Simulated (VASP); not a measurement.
# NiO (Fm-3m) in VASP: notebook, part 2 of 2

VASP 6.6.1.

## Step 5: Single point, BLYP, collinear spin, ferromagnetic start

This run uses another cell than the first one, of 9.80 Å³/atom, 1.046 times its volume.

Contents of INCAR:

```
SYSTEM = NiO
AGGAC = 1.0
AGGAX = 1.0
ALDAC = 0.0
ALDAX = 1.0
ALGO = Normal
EDIFF = 1E-6
ENCUT = 520
GGA = B5
ISIF = 2
ISMEAR = -1
ISPIN = 2
LASPH = .TRUE.
LCHARG = .FALSE.
LMAXMIX = 4
LORBIT = 11
LREAL = .FALSE.
LWAVE = .FALSE.
MAGMOM = 1 0
NBANDS = 19
NELM = 150
PREC = Accurate
SIGMA = 0.05
```

Contents of KPOINTS:

```
k-points
0
G
  11 11 11
  0 0 0
```

Contents of POSCAR:

```
NiO
1.0
    0.0000000000      2.1401417818      2.1401417818
    2.1401417818      0.0000000000      2.1401417818
    2.1401417818      2.1401417818      0.0000000000
Ni O
1 1
Direct
    0.0000000000      0.0000000000      0.0000000000
    0.5000000000      0.5000000000      0.5000000000
```

Potentials or basis: VASP PAW PBE potentials, release 64 (Ni, O).

Command:

```bash
$ cat potpaw_PBE.64/Ni/POTCAR potpaw_PBE.64/O/POTCAR > POTCAR
$ mpirun -np 1 vasp_std > vasp.out
```

OUTCAR:

```text
SYSTEM = NiO
   EDIFF = 1E-6
   ENCUT = 520
   GGA = B5
   ISIF = 2
   ISMEAR = -1
   ISPIN = 2
   LASPH = .TRUE.
   LORBIT = 11
   LREAL = .FALSE.
   NELM = 150
   PREC = Accurate

 ion  position               nearest neighbor table
   1  0.000  0.000  0.000-   2 2.14   2 2.14   2 2.14   2 2.14   2 2.14   2 2.14
   2  0.500  0.500  0.500-   1 2.14   1 2.14   1 2.14   1 2.14   1 2.14   1 2.14

  LATTYP: Found a face centered cubic cell.
 ALAT       =     4.2802835636

  Lattice vectors:

 A1 = (   0.0000000000,   2.1401417818,   2.1401417818)
 A2 = (   2.1401417818,   0.0000000000,   2.1401417818)
 A3 = (   2.1401417818,   2.1401417818,   0.0000000000)

[... 1270 lines left out ...]
  energy-cutoff  :      520.00
  volume of cell :       19.60
      direct lattice vectors                 reciprocal lattice vectors
     0.000000000  2.140141782  2.140141782    -0.233629381  0.233629381  0.233629381
     2.140141782  0.000000000  2.140141782     0.233629381 -0.233629381  0.233629381
     2.140141782  2.140141782  0.000000000     0.233629381  0.233629381 -0.233629381

 POSITION                                       TOTAL-FORCE (eV/Angst)
 -----------------------------------------------------------------------------------
      0.00000      0.00000      0.00000        -0.000000      0.000000     -0.000000
      2.14014      2.14014      2.14014         0.000000     -0.000000      0.000000
 -----------------------------------------------------------------------------------
    total drift:                                0.000000     -0.000000     -0.000000

  FREE ENERGIE OF THE ION-ELECTRON SYSTEM (eV)
  ---------------------------------------------------
  free  energy   TOTEN  =       -10.6315677946 eV

  energy  without entropy=      -10.6228209063  energy(sigma->0) =      -10.62719435

 total charge

# of ion       s       p       d       tot
------------------------------------------
    1        0.309   0.348   8.223   8.880
    2        1.549   3.411   0.000   4.960
--------------------------------------------------
tot          1.859   3.759   8.223  13.840

 magnetization (x)

# of ion       s       p       d       tot
------------------------------------------
    1        0.009   0.012   1.465   1.486
    2        0.026   0.267   0.000   0.293
--------------------------------------------------
tot          0.035   0.279   1.465   1.779
```

OSZICAR:

```text
N       E                     dE             d eps       ncg     rms          rms(c)
DAV:   1     0.861158722066E+02    0.86116E+02   -0.69257E+03  4496   0.102E+03
DAV:   2    -0.763640338652E+01   -0.93752E+02   -0.81628E+02  4367   0.234E+02
DAV:   3    -0.130511627958E+02   -0.54148E+01   -0.51648E+01  4934   0.570E+01
DAV:   4    -0.131029915931E+02   -0.51829E-01   -0.51728E-01  4694   0.541E+00
DAV:   5    -0.131038903170E+02   -0.89872E-03   -0.89863E-03  4844   0.713E-01    0.141E+01
DAV:   6    -0.123549803560E+02    0.74891E+00   -0.14106E+01  5624   0.591E+01    0.186E+01
DAV:   7    -0.106555680161E+02    0.16994E+01   -0.66151E+00  5432   0.530E+01    0.572E+00
DAV:   8    -0.106226632916E+02    0.32905E-01   -0.29265E-01  5463   0.882E+00    0.400E+00
DAV:   9    -0.106287535442E+02   -0.60903E-02   -0.85099E-02  6054   0.633E+00    0.157E+00
DAV:  10    -0.106293492816E+02   -0.59574E-03   -0.30508E-02  6210   0.228E+00    0.108E+00
DAV:  11    -0.106325210336E+02   -0.31718E-02   -0.40091E-03  5741   0.160E+00    0.502E-01
DAV:  12    -0.106312836373E+02    0.12374E-02   -0.54480E-03  6141   0.174E+00    0.165E-01
DAV:  13    -0.106315582331E+02   -0.27460E-03   -0.78802E-04  5014   0.355E-01    0.967E-02
DAV:  14    -0.106315311655E+02    0.27068E-04   -0.76969E-05  4763   0.745E-02    0.628E-02
DAV:  15    -0.106315567631E+02   -0.25598E-04   -0.50999E-06  4927   0.504E-02    0.441E-02
DAV:  16    -0.106315675286E+02   -0.10766E-04   -0.14115E-05  5683   0.105E-01    0.656E-03
DAV:  17    -0.106315677946E+02   -0.26602E-06   -0.31384E-06  4463   0.190E-02
   1 F= -.10631568E+02 E0= -.10627194E+02  d E =-.874689E-02  mag=     1.8276
```

Run time: 2.4 min. Hardware: 1 thread of AMD EPYC 7R13, shared host; peak memory 0.14 GiB.

What came out:

* Free energy: -10.6316 eV
* Pressure: -0.5 GPa
* Net moment: 1.83 μB per cell
* Site moments: Ni +1.49; O +0.29 μB
* Valence electrons inside the program's atomic spheres: Ni 8.88; O 4.96

Caveat: the PAW data sets were made with another functional, which shifts forces and pressure a little; a cell with one magnetic atom can't hold antiferromagnetic order, which such compounds often take; semilocal functionals often make such compounds metallic where correlation or magnetic order opens a gap, which also shifts bond lengths.

## Step 6: The runs side by side

| level | cell | gap on the mesh (eV) | pressure (GPa) | moment (μB) |
| --- | --- | --- | --- | --- |
| PBE | a = 2.982 Å, angles 60.0°, 2 atoms | none | -0.4 | 1.78 |
| revPBE | a = 3.011 Å, angles 60.0°, 2 atoms | none | -0.2 | 1.89 |
| RPBE | a = 3.022 Å, angles 60.0°, 2 atoms | none | -0.2 | 1.92 |
| BLYP | a = 3.027 Å, angles 60.0°, 2 atoms | none | -0.5 | 1.83 |

Alike in all rows: task single point; potentials or basis VASP PAW PBE potentials, release 64 (Ni, O); spin collinear, ferromagnetic start; k mesh 11 × 11 × 11; cutoff (eV) 520; smearing fermi-dirac 0.05 eV.

Caveats: a cell with one magnetic atom can't hold antiferromagnetic order, which such compounds often take; semilocal functionals often make such compounds metallic where correlation or magnetic order opens a gap, which also shifts bond lengths; the PAW data sets were made with another functional, which shifts forces and pressure a little (some runs).

Total energies depend on the potentials used, so only differences within one code and one set of settings carry meaning.

## Step 7: Against experiment

Step 2. Against the measured gap of NiO, 4.3 eV (quoted in “Local correlations, non-local screening, multiplets, and band formation in NiO”, 2012, arxiv:1210.6675), the calculated 0.00 eV is off by -4.30 eV. So large a miss can be the level of theory's own, or it may mean another phase, state or a wrong row. The value is that of PBE on a finite k mesh, which can miss the band edges, without temperature or zero-point motion. Semilocal functionals fall short of measured gaps as a rule. The run's magnetic order (collinear spin, ferromagnetic start) needn't be the measured crystal's.

Step 3. A measured gap of NiO is 4.3 eV (quoted in “Local correlations, non-local screening, multiplets, and band formation in NiO”, 2012, arxiv:1210.6675); the calculated 0.00 eV misses it by -4.30 eV. So large a miss can be the level of theory's own, or it may mean another phase, state or a wrong row. The value is that of revPBE on a finite k mesh, which can miss the band edges, without temperature or zero-point motion. Semilocal functionals fall short of measured gaps as a rule. The run's magnetic order (collinear spin, ferromagnetic start) needn't be the measured crystal's.

Step 4. Measured gap of NiO: 4.3 eV (quoted in “Local correlations, non-local screening, multiplets, and band formation in NiO”, 2012, arxiv:1210.6675). This calculation gives 0.00 eV (-4.30 eV). So large a miss can be the level of theory's own, or it may mean another phase, state or a wrong row. The value is that of RPBE on a finite k mesh, which can miss the band edges, without temperature or zero-point motion. Semilocal functionals fall short of measured gaps as a rule. The run's magnetic order (collinear spin, ferromagnetic start) needn't be the measured crystal's.

Step 5. Measured gap of NiO: 4.3 eV (quoted in “Local correlations, non-local screening, multiplets, and band formation in NiO”, 2012, arxiv:1210.6675). This calculation gives 0.00 eV (-4.30 eV). So large a miss can be the level of theory's own, or it may mean another phase, state or a wrong row. The value is that of BLYP on a finite k mesh, which can miss the band edges, without temperature or zero-point motion. Semilocal functionals fall short of measured gaps as a rule. The run's magnetic order (collinear spin, ferromagnetic start) needn't be the measured crystal's.
